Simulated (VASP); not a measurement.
Write the native input for VASP 6.6.1 that does the following.

```yaml
Task: relaxation of cell and atoms
Functional: PBE
Dispersion: D4
Potentials_or_basis: VASP PAW PBE potentials, release 64 (Re)
Cutoff: 600 eV
k_mesh: 11 × 11 × 6
Occupations: fermi-dirac, width 0.05 eV
Spin: no spin polarisation
Dipole_correction: no
Further_INCAR_settings: ALGO = Normal; EDIFF = 1e-06; IBRION = 2; EDIFFG = -0.02; NSW = 80; ISIF = 3
```

The structure of Re lies in POSCAR:

```
Re
1.0
    2.7608000000      0.0000000000      0.0000000000
   -1.3804000000      2.3909229348      0.0000000000
    0.0000000000      0.0000000000      4.4582000000
Re
2
Direct
    0.6666666667      0.3333333333      0.7500000000
    0.3333333333      0.6666666667      0.2500000000
```

The input as run:

INCAR

```
SYSTEM = Re
ALGO     = Normal         ! electronic algorithm
EDIFF    = 1E-6           ! SCF threshold, eV
EDIFFG   = -0.02          ! ionic threshold
ENCUT    = 600            ! plane-wave cutoff, eV
GGA      = PE             ! functional
IBRION   = 2              ! ionic algorithm
ISIF     = 3              ! what is computed and relaxed
ISMEAR   = -1             ! smearing method
IVDW     = 13             ! dispersion correction
LASPH    = .TRUE.         ! aspherical terms in the spheres
LCHARG   = .FALSE.        ! write CHGCAR
LREAL    = .FALSE.        ! projectors in reciprocal space
LWAVE    = .FALSE.        ! write WAVECAR
NELM     = 60             ! most SCF steps
NSW      = 80             ! ionic steps
PREC     = Accurate       ! precision mode
SIGMA    = 0.05           ! smearing width, eV
```

KPOINTS

```
k-points
0
G
  11 11 6
  0 0 0
```

Potentials or basis: VASP PAW PBE potentials, release 64 (Re).

Launch:

```bash
$ cat potpaw_PBE.64/Re/POTCAR > POTCAR
$ mpirun -np 1 vasp_std > vasp.out
```

Results of the run:

```
Relaxed volume                         : 14.66 Å³/atom
Relaxed cell                           : a = 2.757 Å, b = 2.757 Å, c = 4.453 Å, α = 90.00°, β = 90.00°, γ = 120.00°
Space group after relaxing (to 0.05 Å) : P6_3/mmc (No. 194)
Energy gained by relaxing              : 0.3 meV/atom
Ionic steps                            : 3
Pressure after relaxing                : 0.0 GPa
Band gap on the k mesh                 : zero (band 7 reaches 9.29 eV, above the bottom of band 8 at 6.21 eV)
Dispersion energy per atom             : -0.710 eV
```

Caveat: spin-orbit coupling is left out, which moves the levels of the heavy elements; pairwise dispersion overbinds metals, which lowers pressure and volume.

Run time: 69 s on 1 thread of AMD EPYC 7R43 64-Core Processor (Zen 3) (shared host), peak memory 0.14 GiB.
